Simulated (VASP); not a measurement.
Ta5W3, 16 atoms in the cell. The typed cell holds 16 atoms: a = 6.538 Å, b = 6.521 Å, c = 6.520 Å, α = 89.90°, β = 90.04°, γ = 89.96°. 

```yaml
Program: VASP 6.6.1
Task: single point
Functional: PBE
Potentials_or_basis: VASP PAW PBE potentials, release 64 (Ta_pv, W_sv)
Cutoff: 520 eV
k_mesh: 3 × 3 × 3
Occupations: gaussian, width 0.1 eV
Spin: no spin polarisation
Dipole_correction: no
Further_INCAR_settings: LREAL = Auto; ALGO = Fast; EDIFF = 1e-07; NBANDS = 111; ISYM = 0
```

Potentials or basis: VASP PAW PBE potentials, release 64 (Ta_pv, W_sv).

The run is started by

```console
$ cat potpaw_PBE.64/Ta_pv/POTCAR potpaw_PBE.64/W_sv/POTCAR > POTCAR
$ mpirun -np 1 vasp_std > vasp.out
```

Hardware: 1 thread of Oxide Virtual Turin-like Processor, on a shared host.

**Question.** Estimate the wall time of this run.

**Answer.** Wall time 21 min on 1 thread of Oxide Virtual Turin-like Processor, with other jobs on the host, peak memory 0.47 GiB. Counts: scf iterations 20, k points 14.
